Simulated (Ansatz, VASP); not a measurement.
One calculation of Ge, two programs

Contents of INCAR:

```
PREC = Accurate
ENCUT = 410
EDIFF = 1E-8
ISMEAR = -1
SIGMA = 0.025
LREAL = False
LASPH = True
NELM = 120
ALGO = Normal
ISIF = 2
LWAVE = False
LCHARG = False
GGA = RP
LEFG = True
NBANDS = 21
GGA_COMPAT = False
```

File KPOINTS:

```
regular mesh
0
Gamma
  8 8 8
```

Contents of POSCAR:

```
Ge
1.0
    0.0000000000      2.8289100000      2.8289100000
    2.8289100000      0.0000000000      2.8289100000
    2.8289100000      2.8289100000      0.0000000000
Ge
2
Direct
    0.2500000000      0.2500000000      0.2500000000
    1.0000000000      1.0000000000      1.0000000000
```

Contents of input.yaml:

```yaml
crystal:
  lattice: { a: 5.65782, b: 5.65782, c: 5.65782, alpha: 90.0, beta: 90.0, gamma: 90.0 }
  space_group: 227
  setting: { hermann_mauguin: Fd-3m, origin_choice: 1 }
  reduce_to_primitive: true
  atoms:
    - { symbol: Ge, position: [0.25, 0.25, 0.25] }
kpoints:
  mp_grid: { grid: [8, 8, 8] }
scf:
  occupations: { method: fermi_dirac, width: 0.025 }
hamiltonian:
  xc: rpbe
  pseudopotentials: { kind: all_electron, datasets: crystal }
output:
  forces: true
  stress: true
  eigenvalues: true
  efg: {}
  elf: true
  volumetric_format: npy
```

Alike in both runs: task electric field gradients; functional RPBE; k mesh 8 × 8 × 8; occupations fermi-dirac, width 0.025 eV; no spin polarisation.

|  | VASP | Ansatz |
| --- | --- | --- |
| version | VASP 6.6.1 | Ansatz 0.2.0 |
| potentials or method | VASP PAW PBE potentials, release 64 (Ge_d), cutoff 410 eV | all-electron PAW datasets made for the crystal |

|  | VASP | Ansatz | Ansatz less VASP |
| --- | --- | --- | --- |
| gap on the k mesh at the Fermi level (eV) | 0.15 | 0.15 | -0.001 |
| least direct gap on the mesh (eV) | 0.15 | 0.15 | -0.001 |

VASP's potentials were made for PBE, not for RPBE. Ansatz ran all-electron here, and VASP with PAW potentials.
